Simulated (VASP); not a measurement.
Input of a VASP 6.6.1 run:

File INCAR:

```
PREC = Accurate
ENCUT = 520
EDIFF = 1E-8
ISMEAR = -1
SIGMA = 0.08
LREAL = F
LASPH = T
NELM = 100
ALGO = Normal
ISIF = 2
LWAVE = F
LCHARG = F
GGA = PE
LEFG = T
NBANDS = 17
```

Contents of KPOINTS:

```
regular mesh
0
Gamma
  11 11 6
```

The input POSCAR:

```
Sr
1.0
    4.3258072930      0.0000000000      0.0000000000
   -2.1629036465      3.7462590076      0.0000000000
    0.0000000000      0.0000000000      7.0907807681
Sr
2
Direct
    0.3333333333      0.6666666667      0.2500000000
    0.6666666667      0.3333333333      0.7500000000
```

Potentials or basis: VASP PAW PBE potentials, release 64 (Sr_sv).

Launch:

```console
$ cat potpaw_PBE.64/Sr_sv/POTCAR > POTCAR
$ mpirun -np 1 vasp_std > vasp.out
```

Question: Estimate the pressure.

Answer: -0.4 GPa.

Question: What does it give for the band gap on the k mesh?

Answer: Zero (band 10 reaches 1.57 eV, above the bottom of band 11 at 1.42 eV).

Electric field gradients, principal values (V/Å²):
| atom | least | middle | greatest (by size) |
| --- | --- | --- | --- |
| 1 Sr | 1.949 | 1.949 | -3.899 |
| 2 Sr | 1.949 | 1.949 | -3.899 |

Caveat: without QUAD_EFG the Cq values of the log hold for a quadrupole moment of 1 mb, not for the nuclei.
